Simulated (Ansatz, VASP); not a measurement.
Two plane-wave programs on CoSi2

```
CELL_PARAMETERS angstrom
2.65625 -2.65625 0.00000
2.65625 0.00000 -2.65625
5.13930 5.13930 5.13930
ATOMIC_POSITIONS crystal
Co 0.00000 0.00000 0.99065
Co 0.33333 0.33333 0.64608
Co 0.66667 0.66667 0.30151
Si 0.66667 0.66667 0.55994
Si 0.00000 0.00000 0.21537
Si 0.33333 0.33333 0.90451
Si 0.66667 0.66667 0.04309
Si 0.00000 0.00000 0.73222
Si 0.33333 0.33333 0.38766
```

Alike in both runs: task single point; functional PBEsol; k mesh 14 × 14 × 5; occupations gaussian, width 0.15 eV; no spin polarisation.

|  | VASP | Ansatz |
| --- | --- | --- |
| version | VASP 6.6.1 | Ansatz 0.2.0 |
| potentials or method | VASP PAW PBE potentials, release 64 (Co, Si), cutoff 520 eV | scalar-relativistic, plane waves, PAW |
| valence electrons in the cell | 51 | 75 |

|  | VASP | Ansatz | Ansatz less VASP |
| --- | --- | --- | --- |
| gap on the k mesh at the Fermi level (eV) | none | none | - |
| pressure (GPa) | 8.8 | 8.8 | +0.06 |
| traceless stress, the component that is largest in VASP (GPa) | 3.92 | 3.90 | -0.025 |
| rms of the force components (eV/Å) | 1.125 | 1.111 | -0.0135 |

VASP's potentials were made for PBE, not for PBEsol. Atom by atom the forces differ by 0.015 eV/Å (rms over components). A gap of «none» marks a metal or a gap that the smearing closes. VASP's potentials hold 51 valence electrons a cell and Ansatz's 75, so a difference there can come from the potentials and not from the codes.
